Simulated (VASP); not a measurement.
A run of VASP 6.6.1:

The input INCAR:

```
SYSTEM = SnH5
ALGO = Normal
EDIFF = 1E-7
EDIFFG = -0.04
ENCUT = 600
GGA = PE
IBRION = 2
ISIF = 3
ISMEAR = 0
LASPH = .True.
LCHARG = .False.
LREAL = .False.
LWAVE = .False.
NELM = 100
NSW = 90
PREC = Accurate
SIGMA = 0.1
```

KPOINTS

```
k-points
0
Gamma
  6 6 2
  0 0 0
```

Contents of POSCAR:

```
SnH5
1.0
    2.6255880400      0.0000000000      0.0000000000
   -1.3127940200      2.2738259400      0.0000000000
    0.0000000000      0.0000000000     13.4769228700
Sn H
1 5
Direct
    0.3333333300      0.6666666700      0.0000000000
    0.6666666700      0.3333333300      0.8184250000
    0.3333333300      0.6666666700      0.6598208500
    0.6666666700      0.3333333300      0.5000000000
    0.3333333300      0.6666666700      0.3401791500
    0.6666666700      0.3333333300      0.1815750000
```

Potentials or basis: VASP PAW PBE potentials, release 64 (Sn_d, H).

Run with:

```console
$ cat potpaw_PBE.64/Sn_d/POTCAR potpaw_PBE.64/H/POTCAR > POTCAR
$ mpirun -np 1 vasp_std > vasp.out
```

Hardware: 1 thread of Intel(R) Xeon(R) 6975P-C (Granite Rapids), on a shared host.

How long does it take, and how much memory?

Wall time 4.5 min on 1 thread of Intel(R) Xeon(R) 6975P-C (Granite Rapids) (shared host), peak memory 0.27 GiB. Counts: scf iterations 332, k points 14, ion steps 33.
